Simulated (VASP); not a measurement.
# KMgF3: single point with PBEsol

The system is KMgF3.

```
K Mg F
1.0
     3.99086    0.00000    0.00000
     0.00000    3.99086    0.00000
     0.00000    0.00000    3.99086
K Mg F
1 1 3
Direct
  0.50000 0.50000 0.50000
  0.00000 0.00000 0.00000
  0.00000 0.00000 0.50000
  0.00000 0.50000 0.00000
  0.50000 0.00000 0.00000
```

```yaml
Program: VASP 6.6.1
Task: single point
Functional: PBEsol
Potentials_or_basis: VASP PAW PBE potentials, release 64 (K_sv, Mg, F)
Cutoff: 520 eV
k_mesh: 7 × 7 × 7
Occupations: fermi-dirac, width 0.05 eV
Spin: no spin polarisation
```

| Quantity | Value |
| --- | --- |
| Pressure | -0.4 GPa |
| Band gap on the k mesh | 7.13 eV (least direct gap 7.42 eV) |

Levels at points of the mesh, in eV from the valence-band top:
| k point | band 12 | band 13 | band 14 | band 15 | band 16 | band 17 | band 18 | band 19 | band 20 | band 21 |
| --- | --- | --- | --- | --- | --- | --- | --- | --- | --- | --- |
| (0.00, 0.00, 0.00) | -0.60 | -0.60 | -0.29 | -0.29 | -0.29 | 7.13 | 9.97 | 9.97 | 12.16 | 12.16 |

Wall time 14 s on 1 thread of Intel(R) Xeon(R) 6975P-C (Granite Rapids), on a shared host, peak memory 0.18 GiB.

Caveat: the PAW data sets were made with another functional, which shifts forces and pressure a little; an odd mesh through Γ misses points on the zone boundary, where band edges can lie. Expect the measured gap to be larger: semilocal functionals such as PBEsol lack the derivative discontinuity.
